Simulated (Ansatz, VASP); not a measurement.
# One calculation of CdSe, two programs

POSCAR

```
CdSe
1.0
    0.0000000000      3.0677809647      3.2095124453
    3.0677809647      0.0000000000      3.2095124453
    3.0677809647      3.0677809647      0.0000000000
Cd Se
1 1
Direct
    0.0000000000      0.0000000000      0.0000000000
    0.2500000000      0.2500000000      0.2500000000
```

The input INCAR.step1:

```
PREC = Accurate
ENCUT = 520
ISMEAR = 0
SIGMA = 0.01
LREAL = F
LASPH = T
NELM = 60
NBANDS = 16
GGA = PE
ALGO = Normal
EDIFF = 1E-4
LWAVE = T
LCHARG = F
```

File INCAR.step2:

```
PREC = Accurate
ENCUT = 520
EDIFF = 1E-7
ISMEAR = 0
SIGMA = 0.01
LREAL = F
LASPH = T
NELM = 60
ALGO = Normal
ISIF = 2
LWAVE = F
LCHARG = F
METAGGA = R2SCAN
LMIXTAU = T
NBANDS = 16
ISTART = 1
```

File KPOINTS:

```
Automatic mesh
0
Gamma
  8 8 8
```

Input for Ansatz:

```yaml
crystal:
  lattice:
    - [0.0, 3.0677809647, 3.2095124453]
    - [3.0677809647, 0.0, 3.2095124453]
    - [3.0677809647, 3.0677809647, 0.0]
  atoms:
    - { symbol: Cd, position: [0.0, 0.0, 0.0] }
    - { symbol: Se, position: [0.25, 0.25, 0.25] }
kpoints:
  mp_grid: { grid: [8, 8, 8] }
  band_path:
    path:
      - [0.0, 0.0, 0.0]
      - [-0.5, -0.5, 0.0]
      - [-0.375, -0.375, 0.25]
      - [-0.375, 0.0, 0.375]
      - [0.0, 0.0, 0.5]
      - [-0.5, -0.25, 0.25]
    npoints: 1
hamiltonian:
  xc: r2scan
scf:
  occupations: { method: fixed }
  n_extra_bands: 4
output:
  forces: true
  stress: true
  eigenvalues: true
```

Change from the starting cell: uniaxial_z strain +4.6%.

Alike in both runs: task single point; functional r2SCAN; k mesh 8 × 8 × 8; no spin polarisation.

|  | VASP | Ansatz |
| --- | --- | --- |
| version | VASP 6.6.1 | Ansatz 0.2.0 |
| potentials or method | VASP PAW PBE potentials, release 64 (Cd, Se) | plane waves, PAW |
| plane-wave cutoff (eV) | 520 | 500 |
| occupations | gaussian, width 0.01 eV | fixed |
| valence electrons in the cell | 18 | 36 |

Ansatz gave:

```
gap on the k mesh at the Fermi level (eV)                     : 0.88
pressure (GPa)                                                : -2.2
traceless stress, the component that is largest in VASP (GPa) : -0.64
```

**Question.** What did VASP give for the same quantities?

**Answer.** gap on the k mesh at the Fermi level (eV): 0.87; pressure (GPa): -2.0; traceless stress, the component that is largest in VASP (GPa): -0.63.

VASP's potentials were made for PBE, not for r2SCAN. VASP's potentials hold 18 valence electrons a cell and Ansatz's 36, so a difference there can come from the potentials and not from the codes.
